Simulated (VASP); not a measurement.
MgO: single point with PBE-based screened hybrid with 30 % exact exchange

The system is MgO.

```
CELL_PARAMETERS angstrom
3.28822 0.00000 0.00000
-1.64411 2.84768 0.00000
0.00000 0.00000 5.03437
ATOMIC_POSITIONS crystal
Mg 0.33333 0.66667 0.99016
Mg 0.66667 0.33333 0.49016
O 0.33333 0.66667 0.38484
O 0.66667 0.33333 0.88484
```

| Item | Value |
| --- | --- |
| Program | VASP 6.6.1 |
| Task | single point |
| Functional | PBE-based screened hybrid with 30 % exact exchange |
| Potentials or basis | VASP PAW PBE potentials, release 64 (Mg, O) |
| Cutoff | 520 eV |
| k mesh | 6 × 6 × 2 |
| Occupations | gaussian, width 0.01 eV |
| Spin | no spin polarisation |

| Quantity | Value |
| --- | --- |
| Pressure | -0.9 GPa |
| Largest force | 0.008 eV/Å |
| Band gap on the k mesh | 5.90 eV |

Forces in eV/Å, atoms in the order of the input:
```
Mg   0.000  0.000  0.008
Mg   0.000  0.000  0.008
O    0.000  0.000 -0.008
O    0.000  0.000 -0.008
```

Stress tensor (GPa, compression positive):
```
-0.98  0.00  0.00
 0.00 -0.98  0.00
 0.00  0.00 -0.81
```

Levels at points of the mesh, in eV from the valence-band top:
| k point | band 4 | band 5 | band 6 | band 7 | band 8 | band 9 | band 10 | band 11 | band 12 | band 13 |
| --- | --- | --- | --- | --- | --- | --- | --- | --- | --- | --- |
| (0.00, 0.00, 0.00) | -0.74 | -0.74 | -0.38 | -0.38 | 0.00 | 5.90 | 11.19 | 13.14 | 17.06 | 17.06 |
| (0.50, 0.00, 0.00) | -2.35 | -1.86 | -1.33 | -0.85 | -0.51 | 10.41 | 10.63 | 11.93 | 13.59 | 15.90 |
| (0.00, 0.00, 0.50) | -2.10 | -0.57 | -0.57 | -0.57 | -0.57 | 8.51 | 8.51 | 15.99 | 15.99 | 17.56 |
| (0.50, 0.00, 0.50) | -3.33 | -0.94 | -0.94 | -0.76 | -0.76 | 9.92 | 9.92 | 13.73 | 13.73 | 16.54 |

Wall time 25 min on 1 thread of Intel(R) Xeon(R) Platinum 8175M CPU @ 2.50GHz (Skylake/Cascade Lake) (shared host), peak memory 0.27 GiB.

Caveat: the k points lie up to 0.62 Å⁻¹ apart; the structure was generated, so it needn't be the stable form of MgO; the PAW data sets were made with another functional, which shifts forces and pressure a little.
